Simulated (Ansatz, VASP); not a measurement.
# Two plane-wave programs on Ni

```
Ni
1.0
    -1.77255   -3.54510   -1.77255
    -1.77255    0.00000   -1.77255
     1.77255    0.00000   -1.77255
Ni
2
Cartesian
  0.0000 0.0000 0.0000
  0.0000 -1.7726 -1.7726
```

Alike in both runs: task single point; functional LDA; k mesh 7 × 12 × 10; occupations fermi-dirac, width 0.05 eV; collinear spin.

```csv
,VASP,Ansatz
version,VASP 6.6.1,Ansatz 0.2.0
potentials or method,"VASP PAW LDA potentials, release 64 (Ni), cutoff 520 eV","PAW, plane waves, scalar-relativistic"
valence electrons in the cell,20,36
```

```tsv
	VASP	Ansatz	Ansatz less VASP
pressure (GPa)	-20.4	-20.5	-0.14
traceless stress, the component that is largest in VASP (GPa)	-0.03	-0.13	-0.105
net moment per atom (μB)	0.61	0.64	+0.027
size of the moment on the site where the two differ most (μB)	0.62	0.67	+0.050
```

LDA's correlation is that of Perdew and Zunger in VASP and of Perdew and Wang (1992) in Ansatz. Site moments also hang on the region over which each program counts them. VASP's potentials hold 20 valence electrons a cell and Ansatz's 36, so a difference there can come from the potentials and not from the codes.
